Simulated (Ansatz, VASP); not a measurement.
ZnS: VASP beside Ansatz

File POSCAR:

```
ZnS
1.0
    0.0000000000      2.7046500000      2.8128360000
    2.7046500000      0.0000000000      2.8128360000
    2.7046500000      2.7046500000      0.0000000000
Zn S
1 1
Direct
    0.0000000000      0.0000000000      0.0000000000
    0.7500000000      0.7500000000      0.7500000000
```

Contents of INCAR.step1:

```
SYSTEM = ZnS
PREC = Accurate ; ENCUT = 520
ISMEAR = 0 ; SIGMA = 0.05
LREAL = .False. ; LASPH = .True.
NELM = 100 ; NBANDS = 16
GGA = PE ; ALGO = Normal
EDIFF = 1E-4 ; LWAVE = .True.
LCHARG = .False.
```

Contents of INCAR.step2:

```
SYSTEM = ZnS
PREC = Accurate ; ENCUT = 520
EDIFF = 1E-7 ; ISMEAR = 0
SIGMA = 0.05 ; LREAL = .False.
LASPH = .True. ; NELM = 100
ALGO = Normal ; ISIF = 2
LWAVE = .False. ; LCHARG = .False.
METAGGA = R2SCAN ; LMIXTAU = .True.
NBANDS = 16 ; ISTART = 1
```

Contents of KPOINTS:

```
Automatic mesh
0
Gamma
  8 8 8
  0 0 0
```

Input for Ansatz:

```yaml
crystal:
  lattice:
    - [0.0, 2.70465, 2.812836]
    - [2.70465, 0.0, 2.812836]
    - [2.70465, 2.70465, 0.0]
  atoms:
    - { symbol: Zn, position: [0.0, 0.0, 0.0] }
    - { symbol: S, position: [0.75, 0.75, 0.75] }
basis:
  ecutwfc: 500
kpoints:
  mp_grid: { grid: [8, 8, 8] }
hamiltonian:
  xc: r2scan
scf:
  occupations: { method: gaussian, width: 0.05 }
output:
  forces: true
  stress: true
  eigenvalues: true
  write_density: true
  write_potential: true
  elf: true
  volumetric_format: npy
```

Change from the starting cell: strain +0.000 along x and y, +0.040 along z, atoms carried along.

Alike in both runs: task single point; functional r2SCAN; k mesh 8 × 8 × 8; occupations gaussian, width 0.05 eV; no spin polarisation.

|  | VASP | Ansatz |
| --- | --- | --- |
| version | VASP 6.6.1 | Ansatz 0.2.0 |
| potentials or method | VASP PAW PBE potentials, release 64 (Zn, S), cutoff 520 eV | scalar-relativistic, plane waves, PAW |
| valence electrons in the cell | 18 | 18 |

VASP gave:

- gap on the k mesh at the Fermi level (eV): 2.43
- least direct gap on the mesh (eV): 2.43
- pressure (GPa): -3.5
- traceless stress, the component that is largest in VASP (GPa): -1.27

Task: Which values does Ansatz return?

Result: gap on the k mesh at the Fermi level (eV): 2.42; least direct gap on the mesh (eV): 2.42; pressure (GPa): -3.6; traceless stress, the component that is largest in VASP (GPa): -1.25.

VASP's potentials were made for PBE, not for r2SCAN.
